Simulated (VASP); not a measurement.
Write the native input for VASP 6.6.1 that does the following.

```
Task                   : single point
Functional             : PBE
Potentials or basis    : VASP PAW PBE potentials, release 64 (B, Ir_sv_GW)
Cutoff                 : 500 eV
k mesh                 : 12 × 12 × 8
Occupations            : gaussian, width 0.1 eV
Spin                   : no spin polarisation
Dipole correction      : no
Second run             : valence_matched
Further INCAR settings : ALGO = Normal; EDIFF = 1e-06; NBANDS = 36
```

The structure of B3Ir lies in POSCAR:

```
B3Ir
1.0
    4.3075827296      0.0000000000      0.0000000000
   -2.1537913648      3.7304760728      0.0000000000
    0.0000000000      0.0000000000      4.8912285160
B Ir
6 2
Direct
    0.7978645054      0.5957290107      0.2500000000
    0.2021354946      0.7978645054      0.7500000000
    0.4042709893      0.2021354946      0.2500000000
    0.2021354946      0.4042709893      0.7500000000
    0.7978645054      0.2021354946      0.2500000000
    0.5957290107      0.7978645054      0.7500000000
    0.3333333333      0.6666666667      0.2500000000
    0.6666666667      0.3333333333      0.7500000000
```

The input as run:

INCAR

```
PREC = Accurate
ENCUT = 500
EDIFF = 1E-6
ISMEAR = 0
SIGMA = 0.1
LREAL = F
LASPH = T
NELM = 120
ALGO = Normal
ISIF = 2
LWAVE = F
LCHARG = F
GGA = PE
NBANDS = 36
GGA_COMPAT = F
```

KPOINTS

```
Automatic mesh
0
Gamma
  12 12 8
```

Potentials or basis: VASP PAW PBE potentials, release 64 (B, Ir_sv_GW).

Command:

```console
$ cat potpaw_PBE.64/B/POTCAR potpaw_PBE.64/Ir_sv_GW/POTCAR > POTCAR
$ mpirun -np 1 vasp_std > vasp.out
```

It gave:

| Item | Value |
| --- | --- |
| Pressure | -1.2 GPa |
| Largest force | 0.022 eV/Å |
| Band gap on the k mesh | zero (band 26 reaches 8.06 eV, above the bottom of band 27 at 7.49 eV) |

Caveat: spin-orbit coupling is left out, which moves the levels of the heavy elements.

Run time: 87 s on 1 thread of Intel(R) Xeon(R) 6975P-C (Granite Rapids), with other jobs on the host, peak memory 0.33 GiB.
